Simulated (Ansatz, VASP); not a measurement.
**ZrH3: VASP beside Ansatz**

POSCAR

```
ZrH3
1.0
    3.1429227913      0.0000000000      0.0000000000
    0.0000000000      3.1429227913      0.0000000000
    0.0000000000      0.0000000000      3.1429227913
Zr H
1 3
Direct
    0.0000000000      0.0000000000      0.0000000000
    0.0000000000      0.5000000000      0.5000000000
    0.5000000000      0.0000000000      0.5000000000
    0.5000000000      0.5000000000      0.0000000000
```

The input INCAR.step1:

```
  ALGO = Normal
  EDIFF = 1E-4
  ENCUT = 520
  GGA = PE
  ISMEAR = 0
  LASPH = True
  LCHARG = False
  LREAL = False
  LWAVE = True
  NBANDS = 16
  NELM = 60
  PREC = Accurate
  SIGMA = 0.1
```

INCAR.step2

```
  ALGO = Normal
  EDIFF = 1E-6
  ENCUT = 520
  ISIF = 2
  ISMEAR = 0
  ISTART = 1
  LASPH = True
  LCHARG = False
  LMIXTAU = True
  LREAL = False
  LWAVE = False
  METAGGA = R2SCAN
  NBANDS = 16
  NELM = 60
  PREC = Accurate
  SIGMA = 0.1
```

Contents of KPOINTS:

```
k-points
0
Gamma
  14 14 14
```

Input for Ansatz:

```yaml
crystal:
  lattice:
    - [3.1429227913, 0.0, 0.0]
    - [0.0, 3.1429227913, 0.0]
    - [0.0, 0.0, 3.1429227913]
  atoms:
    - { symbol: Zr, position: [0.0, 0.0, 0.0] }
    - { symbol: H, position: [0.0, 0.5, 0.5] }
    - { symbol: H, position: [0.5, 0.0, 0.5] }
    - { symbol: H, position: [0.5, 0.5, 0.0] }
basis:
  ecutwfc: 500
kpoints:
  mp_grid: { grid: [14, 14, 14] }
hamiltonian:
  xc: r2scan
scf:
  occupations: { method: gaussian, width: 0.1 }
output:
  forces: true
  stress: true
  eigenvalues: true
```

Alike in both runs: task single point; functional r2SCAN; k mesh 14 × 14 × 14; occupations gaussian, width 0.1 eV; no spin polarisation.

```csv
,VASP,Ansatz
version,VASP 6.6.1,Ansatz 0.2.0
potentials or method,"VASP PAW PBE potentials, release 64 (Zr_sv, H), cutoff 520 eV","scalar-relativistic, plane waves, PAW"
valence electrons in the cell,15,15
```

Ansatz gave:

* gap on the k mesh at the Fermi level (eV): none
* pressure (GPa): -3.8

Estimate VASP's values.

gap on the k mesh at the Fermi level (eV): none; pressure (GPa): -3.9.

VASP's potentials were made for PBE, not for r2SCAN. A gap of «none» marks a metal or a gap that the smearing closes. With one functional, cell and mesh, what is left measures potentials, basis and numerics.
